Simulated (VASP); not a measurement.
# Al (Fm-3m) in VASP: further runs

Al is run at these levels: r2SCAN+rVV10, LDA, PBEsol; tasks: relaxation of cell and atoms, single point.

All numbers are computed with VASP 6.6.1; they aren't measurements. Logs are shortened: lines on timing, memory, paths and dates and some standing lists are left out, and cuts for length are marked.

**1. The cell of the first run**

The structure is cubic, space group Fm-3m (No. 225). Conventional cell: a = 4.050 Å, b = 4.050 Å, c = 4.050 Å, α = 90.00°, β = 90.00°, γ = 90.00°. Al (site symmetry m-3m) has 12 Al at 2.86 Å within 3.8 Å.

**2. Relaxation of cell and atoms, r2SCAN+rVV10**

Contents of POSCAR:

```
Al
1.0
    0.0000000000      2.0248050000      2.0248050000
    2.0248050000      0.0000000000      2.0248050000
    2.0248050000      2.0248050000      0.0000000000
Al
1
Direct
    0.0000000000      0.0000000000      0.0000000000
```

Contents of INCAR.step1:

```
SYSTEM = Al
PREC = Accurate
ENCUT = 600
ISMEAR = -1
SIGMA = 0.05
LREAL = .False.
LASPH = .True.
NELM = 100
GGA = PE
ALGO = Normal
EDIFF = 1E-4
LWAVE = .True.
LCHARG = .False.
```

Contents of INCAR.step2:

```
SYSTEM = Al
PREC = Accurate
ENCUT = 600
EDIFF = 1E-6
ISMEAR = -1
SIGMA = 0.05
LREAL = .False.
LASPH = .True.
NELM = 100
ALGO = Normal
ISIF = 3
LWAVE = .False.
LCHARG = .False.
METAGGA = R2SCAN
LMIXTAU = .True.
LUSE_VDW = .True.
IVDW_NL = 2
BPARAM = 11.95
CPARAM = 0.0093
IBRION = 2
NSW = 60
EDIFFG = -0.01
ISTART = 1
```

Contents of KPOINTS:

```
Automatic mesh
0
Gamma
  11 11 11
  0 0 0
```

Potentials or basis: VASP PAW PBE potentials, release 64 (Al).

Run with:

```console
cat potpaw_PBE.64/Al/POTCAR > POTCAR
cp INCAR.step1 INCAR
mpirun -np 1 vasp_std > vasp.out
cp INCAR.step2 INCAR
mpirun -np 1 vasp_std > vasp.out
```

OUTCAR:

```text
SYSTEM = Al
   PREC = Accurate
   ENCUT = 600
   EDIFF = 1E-6
   ISMEAR = -1
   LREAL = .False.
   LASPH = .True.
   NELM = 100
   ISIF = 3
   METAGGA = R2SCAN
   IVDW_NL = 2
   BPARAM = 11.95
   IBRION = 2
   NSW = 60
   EDIFFG = -0.01
   ISTART = 1

 ion  position               nearest neighbor table
   1  0.000  0.000  0.000-

  LATTYP: Found a face centered cubic cell.
 ALAT       =     4.0496100000

  Lattice vectors:

 A1 = (   0.0000000000,   2.0248050000,   2.0248050000)
 A2 = (   2.0248050000,   0.0000000000,   2.0248050000)
 A3 = (   2.0248050000,   2.0248050000,   0.0000000000)

Analysis of symmetry for initial positions (statically):
=====================================================================
 Subroutine PRICEL returns:
 Original cell was already a primitive cell.

 Routine SETGRP: Setting up the symmetry group for a
 face centered cubic supercell.

 Subroutine GETGRP returns: Found 48 space group operations
[... 9 lines left out ...]

 Routine SETGRP: Setting up the symmetry group for a
 face centered cubic supercell.

 Subroutine GETGRP returns: Found 48 space group operations
 (whereof 48 operations were pure point group operations)
 out of a pool of 48 trial point group operations.

The dynamic configuration has the point symmetry O_h .

 Subroutine INISYM returns: Found 48 space group operations
 (whereof 48 operations are pure point group operations),
 and found     1 'primitive' translations

----------------------------------------------------------------------------------------

                                     Primitive cell

  volume of cell :      16.6027

  direct lattice vectors                    reciprocal lattice vectors
     0.000000000  2.024805000  2.024805000    -0.246937359  0.246937359  0.246937359
     2.024805000  0.000000000  2.024805000     0.246937359 -0.246937359  0.246937359
     2.024805000  2.024805000  0.000000000     0.246937359  0.246937359 -0.246937359

  length of vectors
     2.863506692  2.863506692  2.863506692     0.427708053  0.427708053  0.427708053

  position of ions in fractional coordinates (direct lattice)
     0.000000000  0.000000000  0.000000000

  ion indices of the primitive-cell ions
   primitive index   ion index
                 1           1

----------------------------------------------------------------------------------------

 KPOINTS: Automatic mesh

Automatic generation of k-mesh.
 Grid dimensions read from file:
 generate k-points for:   11   11   11

 Generating k-lattice:

  Cartesian coordinates                     Fractional coordinates (reciprocal lattice)
    -0.022448851  0.022448851  0.022448851     0.090909091  0.000000000  0.000000000
     0.022448851 -0.022448851  0.022448851     0.000000000  0.090909091  0.000000000
     0.022448851  0.022448851 -0.022448851     0.000000000  0.000000000  0.090909091

  Length of vectors
     0.038882550  0.038882550  0.038882550

  Shift w.r.t. Gamma in fractional coordinates (k-lattice)
     0.000000000  0.000000000  0.000000000

 Subroutine IBZKPT returns following result:
 ===========================================

 Found     56 irreducible k-points:

 Following reciprocal coordinates:
            Coordinates               Weight
  0.000000  0.000000  0.000000      1.000000
  0.090909  0.000000  0.000000      8.000000
  0.181818  0.000000  0.000000      8.000000
  0.272727  0.000000  0.000000      8.000000
  0.363636  0.000000  0.000000      8.000000
  0.454545  0.000000  0.000000      8.000000
[... 16 lines left out ...]
 -0.272727  0.181818  0.000000     24.000000
 -0.181818  0.181818  0.000000     12.000000
 [... further k-points ...]
   k-points           NKPTS =     56   k-points in BZ     NKDIM =     56   number of bands    NBANDS=      5
   number of dos      NEDOS =    301   number of ions     NIONS =      1
   total plane-waves  NPLWV =  13824
   dimension x,y,z NGX =    24 NGY =   24 NGZ =   24
   dimension x,y,z NGXF=    48 NGYF=   48 NGZF=   48
   ions per type =               1
   NGX,Y,Z   is equivalent  to a cutoff of  13.93, 13.93, 13.93 a.u.
   NGXF,Y,Z  is equivalent  to a cutoff of  27.87, 27.87, 27.87 a.u.
 SYSTEM =  Al
   PREC   = accura    normal or accurate (medium, high low for compatibility)
   ISTART =      1    job   : 0-new  1-cont  2-samecut
   ICHARG =      0    charge: 1-file 2-atom 10-const
   ISPIN  =      1    spin polarized calculation?
   LNONCOLLINEAR =      F non collinear calculations
   LSORBIT =      F    spin-orbit coupling
   LASPH  =      T    aspherical Exc in radial PAW
   ENCUT  =  600.0 eV  44.10 Ry    6.64 a.u.   5.72  5.72  5.72*2*pi/ulx,y,z
   NELM   =    100;   NELMIN=  2; NELMDL=  0     # of ELM steps
   EDIFF  = 0.1E-05   stopping-criterion for ELM
   LREAL  =      F    real-space projection
   EDIFFG = -.1E-01   stopping-criterion for IOM
   NSW    =     60    number of steps for IOM
   IBRION =      2    ionic relax: 0-MD 1-quasi-New 2-CG
   NFREE  =      1    steps in history (QN), initial steepest desc. (CG)
   ISIF   =      3    stress and relaxation
   ISYM   =      2    0-nonsym 1-usesym 2-fastsym
   POTIM  = 0.5000    time-step for ionic-motion
   TEBEG  =    0.0;   TEEND  =   0.0 temperature during run
   PSTRESS=    0.0 pullay stress
   NELECT =       3.0000    total number of electrons
   NUPDOWN=      -1.0000    fix difference up-down
   EMIN   =  10.00;   EMAX   =-10.00  energy-range for DOS
   EFERMI =   0.00;   METHOD = LEGACY
   ISMEAR =    -1;   SIGMA  =   0.05  broadening in eV -4-tet -1-fermi 0-gaus
   EFERMI_NEDOS =   21; number of points for ismear=-14 and -15
   IALGO  =     38    algorithm
   IMIX   =      4    mixing-type and parameters
     AMIX     =   0.40;   BMIX     =  1.00
     AMIX_MAG =   1.60;   BMIX_MAG =  1.00
  volume/ion in A,a.u.               =      16.60       112.04
  Fermi-wavevector in a.u.,A,eV,Ry     =   0.925526  1.748991 11.654733  0.856599
  Thomas-Fermi vector in A             =   2.051390
   LORBIT       =      0    0 simple, 1 ext, 2 COOP (PROOUT), +10 PAW based schemes
   METAGGA = R2SCAN    functional components
   LHFCALC =     F    Hartree Fock is set to
   AEXX    =    0.0000 exact exchange contribution
   IVDW_NL    =     2    kernel type
   BPARAM     =11.9500
   IVDW    =     0    specifies the selected vdW correction
   LEPSILON=     F    determine dielectric tensor
   LRPA    =     F    only Hartree local field effects (RPA)
 conjugate gradient relaxation of ions
 non-spin polarized calculation
  energy-cutoff  :      600.00
  volume of cell :       16.60
 maximum number of plane-waves:       564
   NGX = 11   NGY = 11   NGZ = 11

--------------------------------------- Ionic step        1  -------------------------------------------

 number of electron       3.0000000 magnetization

 Free energy of the ion-electron system (eV)
  ---------------------------------------------------
  ext. energy  EPLUGINS =         0.00000000
  ---------------------------------------------------
  free energy    TOTEN  =        -6.67068443 eV

  energy without entropy =       -6.66688093  energy(sigma->0) =       -6.66878268

------------------------ aborting loop because EDIFF is reached ----------------------------------------

  FORCE on cell =-STRESS in cart. coord.  units (eV):
  Direction    XX          YY          ZZ          XY          YZ          ZX
  --------------------------------------------------------------------------------------
  -------------------------------------------------------------------------------------
  Total       -0.4048443     -0.4048443     -0.4048443     -0.0000000     -0.0000000      0.0000000
  in kB      -39.0678063    -39.0678063    -39.0678063     -0.0000000     -0.0000000      0.0000000
  external PRESSURE =     -39.0678063 kB  Pullay stress =       0.0000000 kB

 VOLUME and BASIS-vectors are now :
 -----------------------------------------------------------------------------
  energy-cutoff  :      600.00
  volume of cell :       16.60
      direct lattice vectors                 reciprocal lattice vectors
     0.000000000  2.024805000  2.024805000    -0.246937359  0.246937359  0.246937359
     2.024805000  0.000000000  2.024805000     0.246937359 -0.246937359  0.246937359
     2.024805000  2.024805000  0.000000000     0.246937359  0.246937359 -0.246937359
[... 36 lines left out ...]
 POSITION                                       TOTAL-FORCE (eV/Angst)
 -----------------------------------------------------------------------------------
     -0.00000      1.98526      1.98526        -0.000000      0.000000      0.000000
 -----------------------------------------------------------------------------------
    total drift:                                0.000000      0.000000     -0.000000

  FREE ENERGIE OF THE ION-ELECTRON SYSTEM (eV)
  ---------------------------------------------------
  free  energy   TOTEN  =        -6.6797622027 eV

  energy  without entropy=       -6.6761616170  energy(sigma->0) =       -6.67796191

--------------------------------------- Ionic step        3  -------------------------------------------

 number of electron       3.0000000 magnetization

 Free energy of the ion-electron system (eV)
  ---------------------------------------------------
  ext. energy  EPLUGINS =         0.00000000
  ---------------------------------------------------
  free energy    TOTEN  =        -6.68043890 eV

  energy without entropy =       -6.67677652  energy(sigma->0) =       -6.67860771

 E-fermi :   8.4362     XC(G=0): -11.0674

 val. band max:        8.3938199498   @ k =  -0.3636   0.3636   0.0000
 cond. band min:       8.4778984905   @ k =   0.4545   0.1818   0.0909
 fundamental gap:      0.0840785407
 Fermi energy:         8.4362022079

 k-point     1 :       0.0000    0.0000    0.0000
  band No.  band energies     occupation
      1      -3.6928      2.00000
      2      21.9988      0.00000
      3      21.9988      0.00000
      4      21.9988      0.00000
      5      24.2323      0.00000

 k-point     2 :       0.0909    0.0000    0.0000
  band No.  band energies     occupation
      1      -3.4477      2.00000
      2      18.9659      0.00000
      3      21.4453      0.00000
      4      21.4453      0.00000
      5      24.6993      0.00000

 k-point     3 :       0.1818    0.0000    0.0000
  band No.  band energies     occupation
      1      -2.7149      2.00000
      2      15.0108      0.00000
      3      20.7205      0.00000
      4      20.7205      0.00000
      5      24.3685      0.00000
[... 153 lines left out ...]
 k-point    23 :      -0.2727    0.1818    0.0000
  band No.  band energies     occupation
      1       0.4154      2.00000
      2       9.6686      0.00000
      3      13.4737      0.00000
      4      19.7293      0.00000
      5      21.8916      0.00000

 k-point    24 :      -0.1818    0.1818    0.0000
  band No.  band energies     occupation
      1      -1.1004      2.00000
      2      12.5279      0.00000
      3      14.3261      0.00000
      4      21.4682      0.00000
      5      23.6471      0.00000

 [... further k-points ...]
[... 5 lines left out ...]
  --------------------------------------------------------------------------------------
  -------------------------------------------------------------------------------------
  Total        0.0030983      0.0030983      0.0030983      0.0000000      0.0000000      0.0000000
  in kB        0.3134026      0.3134026      0.3134026      0.0000000      0.0000000      0.0000000
  external PRESSURE =       0.3134026 kB  Pullay stress =       0.0000000 kB

 VOLUME and BASIS-vectors are now :
 -----------------------------------------------------------------------------
  energy-cutoff  :      600.00
  volume of cell :       15.84
      direct lattice vectors                 reciprocal lattice vectors
    -0.000000000  1.993278285  1.993278285    -0.250843048  0.250843048  0.250843048
     1.993278285 -0.000000000  1.993278285     0.250843048 -0.250843048  0.250843048
     1.993278285  1.993278285  0.000000000     0.250843048  0.250843048 -0.250843048

 POSITION                                       TOTAL-FORCE (eV/Angst)
 -----------------------------------------------------------------------------------
      0.00000      0.00000      0.00000        -0.000000      0.000000      0.000000
 -----------------------------------------------------------------------------------
    total drift:                               -0.000000     -0.000000      0.000000

  FREE ENERGIE OF THE ION-ELECTRON SYSTEM (eV)
  ---------------------------------------------------
  free  energy   TOTEN  =        -6.6804389016 eV

  energy  without entropy=       -6.6767765217  energy(sigma->0) =       -6.67860771

 reached required accuracy - stopping structural energy minimisation
```

Run time: 61 s. Hardware: 1 thread of Intel Xeon Platinum 8559C (Emerald Rapids), shared host; peak memory 0.2 GiB.

Results:

```
Free energy                            : -6.6804 eV
Relaxed volume                         : 15.84 Å³/atom
Relaxed cell                           : a = 2.819 Å, b = 2.819 Å, c = 2.819 Å, α = 60.00°, β = 60.00°, γ = 60.00°
Space group after relaxing (to 0.05 Å) : Fm-3m (No. 225)
Energy gained by relaxing              : 9.8 meV/atom
Ionic steps                            : 3
Pressure after relaxing                : 0.0 GPa
```

The path:
| step | energy change (eV) | largest force (eV/Å) | pressure (GPa) | volume (Å³) |
| --- | --- | --- | --- | --- |
| 1 | 0.0000 | 0.0000 | -3.91 | 16.60 |
| 2 | -0.0091 | 0.0000 | 1.18 | 15.65 |
| 3 | -0.0098 | 0.0000 | 0.03 | 15.84 |

Final structure:
```cif
data_structure
_symmetry_space_group_name_H-M 'P 1'
_symmetry_Int_Tables_number 1
_cell_length_a 2.8189
_cell_length_b 2.8189
_cell_length_c 2.8189
_cell_angle_alpha 60.000
_cell_angle_beta 60.000
_cell_angle_gamma 60.000
_cell_volume 15.84
loop_
_atom_site_label
_atom_site_type_symbol
_atom_site_fract_x
_atom_site_fract_y
_atom_site_fract_z
_atom_site_occupancy
Al1 Al 0.00000 0.00000 0.00000 1
```

Levels at points of the mesh, in eV from the Fermi level:
```tsv
k point	band 1	band 2	band 3	band 4	band 5
(0.00, 0.00, 0.00)	-12.13	13.56	13.56	13.56	15.80
```

Caveat: the PAW data sets were made with another functional, which shifts forces and pressure a little.

**3. Single point, LDA**

Contents of INCAR:

```
  ALGO = Fast
  EDIFF = 1E-7
  ENCUT = 520
  ISIF = 2
  ISMEAR = -1
  LASPH = T
  LCHARG = F
  LREAL = F
  LWAVE = F
  NBANDS = 8
  NELM = 60
  PREC = Accurate
  SIGMA = 0.05
```

Contents of KPOINTS:

```
k-points
0
Gamma
  6 6 6
```

POSCAR is that of step 2.

Potentials or basis: VASP PAW LDA potentials, release 64 (Al).

Run with:

```console
cat potpaw_LDA.64/Al/POTCAR > POTCAR
mpirun -np 1 vasp_std > vasp.out
```

It took 2 s on 1 thread of AMD EPYC 7R13 (Zen 3), shared host; peak memory 0.09 GiB.

Results (log left out):

```yaml
Free_energy: -4.2516 eV
Pressure: -3.2 GPa
```

Levels at points of the mesh, in eV from the Fermi level:
```
           k point  band 1  band 2  band 3  band 4
(0.00, 0.00, 0.00)  -11.39   12.21   12.21   12.21
(0.50, 0.00, 0.00)   -4.85   -4.72   10.84   10.84
(0.50, 0.50, 0.00)   -3.21   -1.94    4.97    5.18
```

Caveat: the k points lie up to 0.45 Å⁻¹ apart.

**4. Single point, PBEsol**

Contents of INCAR:

```
PREC = Accurate
ENCUT = 520
EDIFF = 1E-6
ISMEAR = -1
SIGMA = 0.05
LREAL = False
LASPH = True
NELM = 60
ALGO = Fast
ISIF = 2
LWAVE = False
LCHARG = False
GGA = PS
NBANDS = 8
```

Contents of KPOINTS:

```
regular mesh
0
Gamma
  6 6 6
```

POSCAR is that of step 3.

Potentials or basis: VASP PAW PBE potentials, release 64 (Al).

Run with:

```console
cat potpaw_PBE.64/Al/POTCAR > POTCAR
mpirun -np 1 vasp_std > vasp.out
```

Run time: 2.3 s. Hardware: 1 thread of AMD EPYC 7R13 (Zen 3), shared host; peak memory 0.09 GiB.

Results (log left out):

* Free energy: -4.1576 eV
* Pressure: -1.5 GPa

Levels at points of the mesh, in eV from the Fermi level:
| k point | band 1 | band 2 | band 3 | band 4 |
| --- | --- | --- | --- | --- |
| (0.00, 0.00, 0.00) | -11.44 | 12.21 | 12.21 | 12.21 |
| (0.50, 0.00, 0.00) | -4.92 | -4.72 | 10.98 | 10.98 |
| (0.50, 0.50, 0.00) | -3.26 | -1.96 | 4.89 | 5.21 |

Caveat: the k points lie up to 0.45 Å⁻¹ apart; the PAW data sets were made with another functional, which shifts forces and pressure a little.

**5. The runs side by side**

| task | level | potentials or basis | cell | k mesh | cutoff (eV) | gap on the mesh (eV) | pressure (GPa) |
| --- | --- | --- | --- | --- | --- | --- | --- |
| relaxation of cell and atoms | r2SCAN+rVV10 | VASP PAW PBE potentials, release 64 (Al) | relaxed | 11 × 11 × 11 | 600 | none | 0.0 |
| single point | LDA | VASP PAW LDA potentials, release 64 (Al) | as given | 6 × 6 × 6 | 520 | none | -3.2 |
| single point | PBEsol | VASP PAW PBE potentials, release 64 (Al) | as given | 6 × 6 × 6 | 520 | none | -1.5 |

Alike in all rows: no spin polarisation; smearing fermi-dirac 0.05 eV.

Caveats: some runs use coarse meshes; the PAW data sets were made with another functional, which shifts forces and pressure a little (some runs).

Absolute energies hang on the potentials; compare differences alone.

**6. Comparison with measurements**

Step 2. The cell as given is a measured one (16.60 Å³/atom); r2SCAN+rVV10 puts the equilibrium volume -4.6 % from it, thermal expansion not counted.
